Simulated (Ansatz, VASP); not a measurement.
## MnS: VASP beside Ansatz

```
Mn S
1.0
     3.98973    0.00000    0.00000
    -1.99486    3.45520    0.00000
     0.00000    0.00000    6.38783
Mn S
2 2
Cartesian
  0.0000 2.3035 0.0129
  1.9949 1.1517 3.2068
  0.0000 2.3035 2.4464
  1.9949 1.1517 5.6403
```

Alike in both runs: task single point; functional PBE; k mesh 8 × 8 × 4; occupations gaussian, width 0.05 eV; collinear spin.

|  | VASP | Ansatz |
| --- | --- | --- |
| version | VASP 6.6.1 | Ansatz 0.2.0 |
| potentials or method | VASP PAW PBE potentials, release 64 (Mn_pv, S), cutoff 520 eV | scalar-relativistic, plane waves, PAW |
| valence electrons in the cell | 38 | 42 |

|  | VASP | Ansatz | Ansatz less VASP |
| --- | --- | --- | --- |
| gap on the k mesh at the Fermi level (eV) | 0.80 | 0.80 | +0.002 |
| least direct gap on the mesh (eV) | 1.44 | 1.45 | +0.008 |
| pressure (GPa) | -1.6 | -1.6 | -0.04 |
| traceless stress, the component that is largest in VASP (GPa) | -2.15 | -2.14 | +0.005 |
| rms of the force components (eV/Å) | 0.219 | 0.220 | +0.0009 |
| net moment per atom (μB) | 0.00 | 0.00 | 0.000 |
| size of the moment on the site where the two differ most (μB) | 4.20 | 4.05 | -0.154 |

Site moments also hang on the region over which each program counts them. Atom by atom the forces differ by 0.001 eV/Å (rms over components). The functional is the same, so the differences come from potentials, cutoffs and numerics. VASP's potentials hold 38 valence electrons a cell and Ansatz's 42, so a difference there can come from the potentials and not from the codes. Ansatz's warnings: stability check not made.
